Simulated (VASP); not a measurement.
**Te: single point with PBE**

Te:

```
Te
1.0
     2.31462    1.33635    1.85632
    -2.31462    1.33635    1.85632
     0.00000   -2.67269    1.85632
Te
1
Direct
  0.50000 0.50000 0.50000
```

```json
{
 "Program": "VASP 6.6.1",
 "Task": "single point",
 "Functional": "PBE",
 "Potentials or basis": "VASP PAW PBE potentials, release 64 (Te)",
 "Cutoff": "520 eV",
 "k mesh": "15 × 15 × 15",
 "Occupations": "gaussian, width 0.15 eV",
 "Spin": "no spin polarisation"
}
```

```
Pressure               : -2.3 GPa
Band gap on the k mesh : zero (bands 3 and 4 overlap by 4.98 eV)
```

Stress tensor (GPa, compression positive):
```
-2.39  0.00  0.00
 0.00 -2.39  0.00
 0.00  0.00 -2.22
```

Levels at points of the mesh, in eV from the Fermi level:
```csv
k point,band 1,band 2,band 3,band 4,band 5,band 6,band 7,band 8
"(0.00, 0.00, 0.00)",-13.20,1.09,1.17,1.17,6.13,6.13,6.31,17.03
```

It took 16 s on 1 thread of Intel(R) Xeon(R) 6975P-C (Granite Rapids), on a shared host, peak memory 0.21 GiB.

Caveat: spin-orbit coupling is left out, which moves the levels of the heavy elements.
